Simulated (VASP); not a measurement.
# Ag (Pm-3m) in VASP: a series of runs

Runs on Ag. Level: r2SCAN. Tasks: single point.

Program: VASP 6.6.1. These are calculated values, not measurements. Logs are shortened: lines on timing, memory, paths and dates and some standing lists are left out, and cuts for length are marked.

## 1. The cell of the first run

It takes space group Pm-3m (No. 221, cubic). Conventional cell: a = 2.679 Å, b = 2.679 Å, c = 2.679 Å, α = 90.00°, β = 90.00°, γ = 90.00°. Within 3.5 Å of Ag (site symmetry m-3m) lie 6 Ag at 2.68 Å.

This isn't the form of Ag at room conditions, which is fcc.

## 2. Single point, r2SCAN (19.22 Å³/atom)

Contents of POSCAR:

```
Ag
1.0
    2.6787690910      0.0000000000      0.0000000000
    0.0000000000      2.6787690910      0.0000000000
    0.0000000000      0.0000000000      2.6787690910
Ag
1
Direct
    0.0000000000      0.0000000000      0.0000000000
```

Contents of INCAR.step1:

```
SYSTEM = Ag
PREC = Accurate
ENCUT = 520
ISMEAR = -1
SIGMA = 0.1
LREAL = .FALSE.
LASPH = .TRUE.
NELM = 60
NBANDS = 12
GGA = PE
ALGO = Normal
EDIFF = 1E-4
LWAVE = .TRUE.
LCHARG = .FALSE.
```

Contents of INCAR.step2:

```
SYSTEM = Ag
PREC = Accurate
ENCUT = 520
EDIFF = 1E-7
ISMEAR = -1
SIGMA = 0.1
LREAL = .FALSE.
LASPH = .TRUE.
NELM = 60
ALGO = Normal
ISIF = 2
LWAVE = .FALSE.
LCHARG = .FALSE.
METAGGA = R2SCAN
LMIXTAU = .TRUE.
NBANDS = 12
ISTART = 1
```

Contents of KPOINTS:

```
Automatic mesh
0
G
  13 13 13
  0 0 0
```

Potentials or basis: VASP PAW PBE potentials, release 64 (Ag).

Started as:

```console
$ cat potpaw_PBE.64/Ag/POTCAR > POTCAR
$ cp INCAR.step1 INCAR
$ mpirun -np 1 vasp_std > vasp.out
$ cp INCAR.step2 INCAR
$ mpirun -np 1 vasp_std > vasp.out
```

OUTCAR:

```text
SYSTEM = Ag
   PREC = Accurate
   ENCUT = 520
   EDIFF = 1E-7
   ISMEAR = -1
   LREAL = .FALSE.
   LASPH = .TRUE.
   NELM = 60
   ISIF = 2
   METAGGA = R2SCAN
   ISTART = 1

 ion  position               nearest neighbor table
   1  0.000  0.000  0.000-

  LATTYP: Found a simple cubic cell.
 ALAT       =     2.6787690910

  Lattice vectors:

 A1 = (   2.6787690910,   0.0000000000,   0.0000000000)
 A2 = (   0.0000000000,   2.6787690910,   0.0000000000)
 A3 = (   0.0000000000,   0.0000000000,   2.6787690910)

Analysis of symmetry for initial positions (statically):
=====================================================================
 Subroutine PRICEL returns:
 Original cell was already a primitive cell.

 Routine SETGRP: Setting up the symmetry group for a
 simple cubic supercell.

 Subroutine GETGRP returns: Found 48 space group operations
 (whereof 48 operations were pure point group operations)
 out of a pool of 48 trial point group operations.

The static configuration has the point symmetry O_h .

Analysis of symmetry for dynamics (positions and initial velocities):
=====================================================================
 Subroutine PRICEL returns:
 Original cell was already a primitive cell.

 Routine SETGRP: Setting up the symmetry group for a
 simple cubic supercell.

 Subroutine GETGRP returns: Found 48 space group operations
 (whereof 48 operations were pure point group operations)
 out of a pool of 48 trial point group operations.

The dynamic configuration has the point symmetry O_h .

 Subroutine INISYM returns: Found 48 space group operations
 (whereof 48 operations are pure point group operations),
 and found     1 'primitive' translations

----------------------------------------------------------------------------------------

                                     Primitive cell

  volume of cell :      19.2223

  direct lattice vectors                    reciprocal lattice vectors
     2.678769091  0.000000000  0.000000000     0.373305786  0.000000000  0.000000000
     0.000000000  2.678769091  0.000000000     0.000000000  0.373305786  0.000000000
     0.000000000  0.000000000  2.678769091     0.000000000  0.000000000  0.373305786

  length of vectors
     2.678769091  2.678769091  2.678769091     0.373305786  0.373305786  0.373305786

  position of ions in fractional coordinates (direct lattice)
     0.000000000  0.000000000  0.000000000

  ion indices of the primitive-cell ions
   primitive index   ion index
                 1           1

----------------------------------------------------------------------------------------

 KPOINTS: Automatic mesh

Automatic generation of k-mesh.
 Grid dimensions read from file:
 generate k-points for:   13   13   13

 Generating k-lattice:

  Cartesian coordinates                     Fractional coordinates (reciprocal lattice)
     0.028715830  0.000000000  0.000000000     0.076923077  0.000000000  0.000000000
     0.000000000  0.028715830  0.000000000     0.000000000  0.076923077  0.000000000
     0.000000000  0.000000000  0.028715830     0.000000000  0.000000000  0.076923077

  Length of vectors
     0.028715830  0.028715830  0.028715830

  Shift w.r.t. Gamma in fractional coordinates (k-lattice)
     0.000000000  0.000000000  0.000000000

 Subroutine IBZKPT returns following result:
 ===========================================

 Found     84 irreducible k-points:

 Following reciprocal coordinates:
            Coordinates               Weight
  0.000000  0.000000  0.000000      1.000000
  0.076923  0.000000  0.000000      6.000000
  0.153846  0.000000  0.000000      6.000000
  0.230769  0.000000  0.000000      6.000000
  0.307692  0.000000  0.000000      6.000000
  0.384615  0.000000  0.000000      6.000000
[... 16 lines left out ...]
  0.307692  0.307692  0.000000     12.000000
  0.384615  0.307692  0.000000     24.000000
 [... further k-points ...]
   k-points           NKPTS =     84   k-points in BZ     NKDIM =     84   number of bands    NBANDS=     12
   number of dos      NEDOS =    301   number of ions     NIONS =      1
   total plane-waves  NPLWV =   8000
   dimension x,y,z NGX =    20 NGY =   20 NGZ =   20
   dimension x,y,z NGXF=    40 NGYF=   40 NGZF=   40
   ions per type =               1
   NGX,Y,Z   is equivalent  to a cutoff of  12.41, 12.41, 12.41 a.u.
   NGXF,Y,Z  is equivalent  to a cutoff of  24.82, 24.82, 24.82 a.u.
 SYSTEM =  Ag
   PREC   = accura    normal or accurate (medium, high low for compatibility)
   ISTART =      1    job   : 0-new  1-cont  2-samecut
   ICHARG =      0    charge: 1-file 2-atom 10-const
   ISPIN  =      1    spin polarized calculation?
   LNONCOLLINEAR =      F non collinear calculations
   LSORBIT =      F    spin-orbit coupling
   LASPH  =      T    aspherical Exc in radial PAW
   ENCUT  =  520.0 eV  38.22 Ry    6.18 a.u.   4.98  4.98  4.98*2*pi/ulx,y,z
   NELM   =     60;   NELMIN=  2; NELMDL=  0     # of ELM steps
   EDIFF  = 0.1E-06   stopping-criterion for ELM
   LREAL  =      F    real-space projection
   EDIFFG = 0.1E-05   stopping-criterion for IOM
   NSW    =      0    number of steps for IOM
   IBRION =     -1    ionic relax: 0-MD 1-quasi-New 2-CG
   NFREE  =      0    steps in history (QN), initial steepest desc. (CG)
   ISIF   =      2    stress and relaxation
   ISYM   =      2    0-nonsym 1-usesym 2-fastsym
   POTIM  = 0.5000    time-step for ionic-motion
   TEBEG  =    0.0;   TEEND  =   0.0 temperature during run
   PSTRESS=    0.0 pullay stress
   NELECT =      11.0000    total number of electrons
   NUPDOWN=      -1.0000    fix difference up-down
   EMIN   =  10.00;   EMAX   =-10.00  energy-range for DOS
   EFERMI =   0.00;   METHOD = LEGACY
   ISMEAR =    -1;   SIGMA  =   0.10  broadening in eV -4-tet -1-fermi 0-gaus
   EFERMI_NEDOS =   21; number of points for ismear=-14 and -15
   IALGO  =     38    algorithm
   IMIX   =      4    mixing-type and parameters
     AMIX     =   0.40;   BMIX     =  1.00
     AMIX_MAG =   1.60;   BMIX_MAG =  1.00
  volume/ion in A,a.u.               =      19.22       129.72
  Fermi-wavevector in a.u.,A,eV,Ry     =   1.359160  2.568439 25.134243  1.847315
  Thomas-Fermi vector in A             =   2.485931
   LORBIT       =      0    0 simple, 1 ext, 2 COOP (PROOUT), +10 PAW based schemes
   METAGGA = R2SCAN    functional components
   LHFCALC =     F    Hartree Fock is set to
   AEXX    =    0.0000 exact exchange contribution
   IVDW    =     0    specifies the selected vdW correction
   LEPSILON=     F    determine dielectric tensor
   LRPA    =     F    only Hartree local field effects (RPA)
 non-spin polarized calculation
  energy-cutoff  :      520.00
  volume of cell :       19.22
 maximum number of plane-waves:       526
 NGX is ok and might be reduce to    20
   NGX =  9   NGY =  9   NGZ =  9

 number of electron      10.9999989 magnetization

 Free energy of the ion-electron system (eV)
  ---------------------------------------------------
  ext. energy  EPLUGINS =         0.00000000
  ---------------------------------------------------
  free energy    TOTEN  =       -21.01075932 eV

  energy without entropy =      -21.00081337  energy(sigma->0) =      -21.00578635

 E-fermi :   6.8484     XC(G=0): -12.0565

 val. band max:        6.7872762455   @ k =   0.4615   0.1538   0.0000
 cond. band min:       6.8939413051   @ k =   0.3846   0.3077   0.0769
 fundamental gap:      0.1066650596
 Fermi energy:         6.8483709329

 k-point     1 :       0.0000    0.0000    0.0000
  band No.  band energies     occupation
      1      -0.1540      2.00000
      2       0.3661      2.00000
      3       0.3661      2.00000
      4       3.7312      2.00000
      5       3.7312      2.00000
      6       3.7312      2.00000
      7      21.8489      0.00000
      8      21.8489      0.00000
      9      21.8489      0.00000
     10      27.3920      0.00000
     11      27.3920      0.00000
     12      27.9918      0.00000

 k-point     2 :       0.0769    0.0000    0.0000
  band No.  band energies     occupation
      1      -0.0172      2.00000
      2       0.3848      2.00000
      3       0.4731      2.00000
      4       3.6611      2.00000
      5       3.6611      2.00000
      6       3.7370      2.00000
      7      20.5202      0.00000
      8      22.0694      0.00000
      9      22.0694      0.00000
     10      27.2367      0.00000
     11      27.6763      0.00000
     12      29.2291      0.00000

 k-point     3 :       0.1538    0.0000    0.0000
  band No.  band energies     occupation
      1       0.2656      2.00000
      2       0.4373      2.00000
      3       0.9046      2.00000
      4       3.4717      2.00000
      5       3.4717      2.00000
      6       3.7530      2.00000
      7      18.0982      0.00000
      8      22.7048      0.00000
      9      22.7048      0.00000
     10      26.8100      0.00000
     11      27.7036      0.00000
     12      32.1708      0.00000
[... 286 lines left out ...]
 k-point    23 :       0.3077    0.3077    0.0000
  band No.  band energies     occupation
      1       0.9669      2.00000
      2       1.3185      2.00000
      3       2.6779      2.00000
      4       3.0411      2.00000
      5       3.1058      2.00000
      6       5.3443      2.00000
      7      14.1497      0.00000
      8      16.8003      0.00000
      9      23.8964      0.00000
     10      27.8242      0.00000
     11      28.0033      0.00000
     12      31.9119      0.00000

 k-point    24 :       0.3846    0.3077    0.0000
  band No.  band energies     occupation
      1       1.0425      2.00000
      2       1.0808      2.00000
      3       2.8764      2.00000
      4       3.0843      2.00000
      5       3.1098      2.00000
      6       6.7077      1.60649
      7      12.4738      0.00000
      8      17.3251      0.00000
      9      21.9865      0.00000
     10      27.9221      0.00000
     11      29.3566      0.00000
     12      31.3189      0.00000

 [... further k-points ...]
[... 5 lines left out ...]
  --------------------------------------------------------------------------------------
  -------------------------------------------------------------------------------------
  Total        0.4602037      0.4602037      0.4602037      0.0000000      0.0000000      0.0000000
  in kB       38.3579048     38.3579048     38.3579048      0.0000000      0.0000000      0.0000000
  external PRESSURE =      38.3579048 kB  Pullay stress =       0.0000000 kB

 VOLUME and BASIS-vectors are now :
 -----------------------------------------------------------------------------
  energy-cutoff  :      520.00
  volume of cell :       19.22
      direct lattice vectors                 reciprocal lattice vectors
     2.678769091  0.000000000  0.000000000     0.373305786  0.000000000  0.000000000
     0.000000000  2.678769091  0.000000000     0.000000000  0.373305786  0.000000000
     0.000000000  0.000000000  2.678769091     0.000000000  0.000000000  0.373305786

 POSITION                                       TOTAL-FORCE (eV/Angst)
 -----------------------------------------------------------------------------------
      0.00000      0.00000      0.00000         0.000000      0.000000      0.000000
 -----------------------------------------------------------------------------------
    total drift:                                0.000000      0.000000      0.000000

  FREE ENERGIE OF THE ION-ELECTRON SYSTEM (eV)
  ---------------------------------------------------
  free  energy   TOTEN  =       -21.0107593212 eV

  energy  without entropy=      -21.0008133739  energy(sigma->0) =      -21.00578635
```

It took 100 s on 1 thread of Intel Xeon 8259CL, shared host; peak memory 0.14 GiB.

What came out:

```yaml
Free_energy: -21.0108 eV
Pressure: 3.8 GPa
Band_gap_on_the_k_mesh: zero (an odd number of electrons rules out a gap without spin polarisation)
```

Levels at points of the mesh, in eV from the Fermi level:
```tsv
k point	band 2	band 3	band 4	band 5	band 6	band 7	band 8	band 9	band 10	band 11
(0.00, 0.00, 0.00)	-6.48	-6.48	-3.12	-3.12	-3.12	15.00	15.00	15.00	20.54	20.54
```

Caveat: the cell stands under pressure; the PAW data sets were made with another functional, which shifts forces and pressure a little.

## 3. Single point, r2SCAN

This run uses another cell than the first one, of 20.02 Å³/atom.

Contents of POSCAR:

```
Ag
1.0
    2.7154691185      0.0000000000      0.0000000000
    0.0000000000      2.7154691185      0.0000000000
    0.0000000000      0.0000000000      2.7154691185
Ag
1
Direct
    0.0000000000      0.0000000000      0.0000000000
```

Contents of INCAR.step1:

```
SYSTEM = Ag
ALGO = Normal
EDIFF = 1E-4
ENCUT = 520
GGA = PE
ISMEAR = -1
LASPH = .TRUE.
LCHARG = .FALSE.
LREAL = .FALSE.
LWAVE = .TRUE.
NBANDS = 12
NELM = 100
PREC = Accurate
SIGMA = 0.1
```

Contents of INCAR.step2:

```
SYSTEM = Ag
ALGO = Normal
EDIFF = 1E-6
ENCUT = 520
ISIF = 2
ISMEAR = -1
ISTART = 1
LASPH = .TRUE.
LCHARG = .FALSE.
LMIXTAU = .TRUE.
LREAL = .FALSE.
LWAVE = .FALSE.
METAGGA = R2SCAN
NBANDS = 12
NELM = 100
PREC = Accurate
SIGMA = 0.1
```

Contents of KPOINTS:

```
k-points
0
G
  12 12 12
  0 0 0
```

Potentials or basis: VASP PAW PBE potentials, release 64 (Ag).

Started as:

```console
$ cat potpaw_PBE.64/Ag/POTCAR > POTCAR
$ cp INCAR.step1 INCAR
$ mpirun -np 1 vasp_std > vasp.out
$ cp INCAR.step2 INCAR
$ mpirun -np 1 vasp_std > vasp.out
```

It took 85 s on 1 thread of Intel Xeon 8259CL, shared host; peak memory 0.14 GiB.

The run converged. Its results:

| Property | Result |
| --- | --- |
| Free energy | -21.0211 eV |
| Pressure | 0.2 GPa |
| Band gap on the k mesh | zero (an odd number of electrons rules out a gap without spin polarisation) |

Levels at points of the mesh, in eV from the Fermi level:
| k point | band 3 | band 4 | band 5 | band 6 | band 7 | band 8 |
| --- | --- | --- | --- | --- | --- | --- |
| (0.00, 0.00, 0.00) | -6.24 | -3.10 | -3.10 | -3.10 | 14.69 | 14.69 |
| (0.50, 0.00, 0.00) | -4.13 | -4.13 | -3.01 | -0.53 | 1.79 | 17.81 |
| (0.50, 0.50, 0.00) | -3.95 | -3.95 | -2.26 | 4.08 | 4.08 | 7.96 |
| (0.50, 0.50, 0.50) | -5.68 | -2.20 | -2.20 | 8.99 | 8.99 | 8.99 |

Caveat: the PAW data sets were made with another functional, which shifts forces and pressure a little.

## 4. Single point, r2SCAN (20.02 Å³/atom)

This run uses another cell than the first one, of 20.02 Å³/atom.

POSCAR is that of step 3.

Contents of INCAR.step1:

```
PREC = Accurate
ENCUT = 520
ISMEAR = -1
SIGMA = 0.1
LREAL = F
LASPH = T
NELM = 80
NBANDS = 12
GGA = PE
ALGO = Normal
EDIFF = 1E-4
LWAVE = T
LCHARG = F
```

Contents of INCAR.step2:

```
PREC = Accurate
ENCUT = 520
EDIFF = 1E-7
ISMEAR = -1
SIGMA = 0.1
LREAL = F
LASPH = T
NELM = 80
ALGO = Normal
ISIF = 2
LWAVE = F
LCHARG = F
METAGGA = R2SCAN
LMIXTAU = T
NBANDS = 12
ISTART = 1
```

Contents of KPOINTS:

```
regular mesh
0
Gamma
  13 13 13
```

Started as:

```console
$ cat potpaw_PBE.64/Ag/POTCAR > POTCAR
$ cp INCAR.step1 INCAR
$ mpirun -np 1 vasp_std > vasp.out
$ cp INCAR.step2 INCAR
$ mpirun -np 1 vasp_std > vasp.out
```

Run time: 94 s. Hardware: 1 thread of Intel Xeon 8259CL, shared host; peak memory 0.14 GiB.

Results (log left out):

```
Free energy            : -21.0207 eV
Pressure               : 0.2 GPa
Band gap on the k mesh : zero (an odd number of electrons rules out a gap without spin polarisation)
```

Levels at points of the mesh, in eV from the Fermi level:
```csv
k point,band 3,band 4,band 5,band 6,band 7,band 8,band 9,band 10
"(0.00, 0.00, 0.00)",-6.27,-3.13,-3.13,-3.13,14.67,14.67,14.67,20.00
```

Caveat: the PAW data sets were made with another functional, which shifts forces and pressure a little.

## 5. Single point, r2SCAN (20.82 Å³/atom)

This run uses another cell than the first one, of 20.82 Å³/atom.

Contents of POSCAR:

```
Ag
1.0
    2.7512030732      0.0000000000      0.0000000000
    0.0000000000      2.7512030732      0.0000000000
    0.0000000000      0.0000000000      2.7512030732
Ag
1
Direct
    0.0000000000      0.0000000000      0.0000000000
```

Changes to INCAR.step1 since step 4:

```diff
@@ -6,3 +6,3 @@
 LASPH = T
-NELM = 80
+NELM = 60
 NBANDS = 12
```

Changes to INCAR.step2 since step 4:

```diff
@@ -2,3 +2,3 @@
 ENCUT = 520
-EDIFF = 1E-7
+EDIFF = 1E-6
 ISMEAR = -1
@@ -7,3 +7,3 @@
 LASPH = T
-NELM = 80
+NELM = 60
 ALGO = Normal
```

Contents of KPOINTS:

```
Automatic mesh
0
Gamma
  13 13 13
```

Started as:

```console
$ cat potpaw_PBE.64/Ag/POTCAR > POTCAR
$ cp INCAR.step1 INCAR
$ mpirun -np 1 vasp_std > vasp.out
$ cp INCAR.step2 INCAR
$ mpirun -np 1 vasp_std > vasp.out
```

Run time: 61 s. Hardware: 1 thread of Intel Xeon 8259CL, shared host; peak memory 0.14 GiB.

Results (log left out):

- Free energy: -21.0145 eV
- Pressure: -2.7 GPa
- Band gap on the k mesh: zero (an odd number of electrons rules out a gap without spin polarisation)

Levels at points of the mesh, in eV from the Fermi level:
```csv
k point,band 4,band 5,band 6,band 7,band 8,band 9
"(0.00, 0.00, 0.00)",-3.14,-3.14,-3.14,14.35,14.35,14.35
```

Caveat: the PAW data sets were made with another functional, which shifts forces and pressure a little.

## 6. Overview

```tsv
cell	k mesh	gap on the mesh (eV)	pressure (GPa)
a = 2.679 Å, 1 atom	13 × 13 × 13	none	3.8
a = 2.715 Å, 1 atom	12 × 12 × 12	none	0.2
a = 2.715 Å, 1 atom	13 × 13 × 13	none	0.2
a = 2.751 Å, 1 atom	13 × 13 × 13	none	-2.7
```

Alike in all rows: task single point; level r2SCAN; potentials or basis VASP PAW PBE potentials, release 64 (Ag); no spin polarisation; cutoff (eV) 520; smearing fermi-dirac 0.1 eV.

Caveats: the PAW data sets were made with another functional, which shifts forces and pressure a little; the cell stands under pressure (at least some runs).

Absolute energies hang on the potentials; compare differences alone.

The gap in the log of VASP goes by the Fermi energy; the results here count the filled bands.